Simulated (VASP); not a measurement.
Cr: single point with PBEsol

The system is Cr.

```xyz
4
Lattice="2.4006 0.0000 0.0000 -1.2003 2.0790 0.0000 0.0000 0.0000 8.4581" Properties=species:S:1:pos:R:3 pbc="T T T"
Cr    2.4006    0.0000    0.0000
Cr    0.0000    0.0000    4.2290
Cr    0.0000    1.3860    2.1145
Cr    1.2003    0.6930    6.3435
```

This isn't the form of Cr at room conditions, which is bcc.

| Quantity | Value |
| --- | --- |
| Program | VASP 6.6.1 |
| Task | single point |
| Functional | PBEsol |
| Potentials or basis | VASP PAW PBE potentials, release 64 (Cr_pv) |
| Cutoff | 520 eV |
| k mesh | 16 × 16 × 4 |
| Occupations | fermi-dirac, width 0.05 eV |
| Spin | collinear spin, antiferromagnetic start |
| Starting moments | [1.5, 1.5, -1.5, -1.5] μB |
| Dipole correction | no |
| Further INCAR settings | ALGO = Normal; EDIFF = 1e-06; NBANDS = 36 |

```yaml
Pressure: 24.9 GPa
Band_gap_on_the_k_mesh: zero (filled and empty bands overlap)
Net_moment: 0.00 μB per cell
Valence_electrons_inside_the_program's_atomic_spheres: Cr 11.29
```

Stress tensor (GPa, compression positive):
```
25.98  0.00  0.00
 0.00 25.98  0.00
 0.00  0.00 22.87
```

Levels at points of the mesh, in eV from the Fermi level:
Spin up:
```tsv
k point	band 20	band 21	band 22	band 23	band 24	band 25	band 26	band 27	band 28	band 29
(0.00, 0.00, 0.00)	-0.57	-0.57	-0.46	-0.46	-0.26	-0.26	-0.13	-0.13	0.11	1.31
(0.50, 0.00, 0.00)	-1.75	-0.74	-0.32	-0.29	1.03	1.03	2.15	2.74	2.74	3.08
(0.00, 0.00, 0.50)	-0.97	-0.48	-0.48	-0.48	-0.48	-0.25	-0.25	-0.25	-0.25	1.52
(0.50, 0.00, 0.50)	-1.87	0.05	0.05	0.26	0.26	0.84	0.84	2.19	2.19	3.29
```
Spin down:
```
           k point  band 21  band 22  band 23  band 24  band 25  band 26  band 27  band 28
(0.00, 0.00, 0.00)    -0.57    -0.46    -0.46    -0.26    -0.26    -0.13    -0.13     0.11
(0.50, 0.00, 0.00)    -0.74    -0.32    -0.29     1.03     1.03     2.15     2.74     2.74
(0.00, 0.00, 0.50)    -0.48    -0.48    -0.48    -0.48    -0.25    -0.25    -0.25    -0.25
(0.50, 0.00, 0.50)     0.05     0.05     0.26     0.26     0.84     0.84     2.19     2.19
```

Run time: 110 s on 1 thread of AMD EPYC 9R45 96-Core Processor (Zen 5) (shared host), peak memory 0.27 GiB.

Caveat: the cell stands under pressure; the PAW data sets were made with another functional, which shifts forces and pressure a little.
